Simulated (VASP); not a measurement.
In2B:

```xyz
3
Lattice="-1.7542 1.7542 4.3032 1.7542 -1.7542 4.3032 1.7542 1.7542 -4.3032" Properties=species:S:1:pos:R:3 pbc="T T T"
In    0.0000    0.0000    5.7233
In    0.0000    0.0000    2.8831
B     0.0000    0.0000    0.0000
```

```yaml
Program: VASP 6.6.1
Task: relaxation of cell and atoms
Functional: PBE
Potentials_or_basis: VASP PAW PBE potentials, release 64 (In_d, B)
Cutoff: 600 eV
k_mesh: 8 × 8 × 8
Occupations: gaussian, width 0.1 eV
Spin: no spin polarisation
```

At the start: pressure 9.9 GPa; volume 17.66 Å³/atom.

Problem. Where does the relaxation end?

Solution. Over 30 steps the energy falls by 249.3 meV/atom and the volume is 19.72 Å³/atom (+11.7 %); space group I4/mmm (No. 139, to 0.1 Å) before and after.

Step by step:
```csv
step,energy change (eV),largest force (eV/Å),pressure (GPa),volume (Å³)
1,0.0000,1.1262,9.94,52.97
2,-0.2559,0.2145,-1.17,61.81
3,-0.2581,0.2883,-0.40,60.82
4,-0.2581,0.2682,-0.69,60.99
5,-0.2753,0.2205,-0.44,60.71
6,-0.3305,0.0396,0.03,59.85
7,-0.4171,0.6002,1.78,57.97
8,-0.1361,2.6973,12.34,53.63
9,-0.4065,0.9911,2.84,57.40
10,-0.4097,0.9973,2.88,57.39
11,-0.4193,1.0001,2.96,57.33
12,-0.4377,1.0013,3.17,57.22
13,-0.4725,1.0429,3.65,56.97
14,-0.4833,1.3183,5.19,56.36
15,-0.5168,1.2034,4.52,56.72
16,-0.6027,0.9321,2.96,57.80
17,-0.7066,0.3843,0.23,59.90
18,-0.6911,0.0370,-2.64,63.88
19,-0.7241,0.2147,-1.02,61.57
20,-0.7245,0.1891,-1.36,61.82
21,-0.7301,0.1887,-1.22,61.42
22,-0.7406,0.1681,-0.27,60.21
23,-0.7419,0.1441,-0.09,59.64
24,-0.7417,0.1362,0.20,59.42
25,-0.7419,0.1455,0.18,59.55
26,-0.7435,0.1120,0.13,59.54
27,-0.7464,0.0257,-0.01,59.48
28,-0.7442,0.1478,-0.20,59.36
29,-0.7469,0.0169,-0.22,59.45
30,-0.7479,0.0101,0.04,59.16
```

Final structure:
```
In B
1.0
    -1.57734    1.57734    5.94452
     1.57734   -1.57734    5.94452
     1.57734    1.57734   -5.94452
In B
2 1
Cartesian
  0.0000 0.0000 7.5429
  1.5773 1.5773 -1.5983
  1.5773 1.5773 -5.9445
```

Caveat: a cell axis changed by over 15 % at a fixed basis, so the end point is rough.
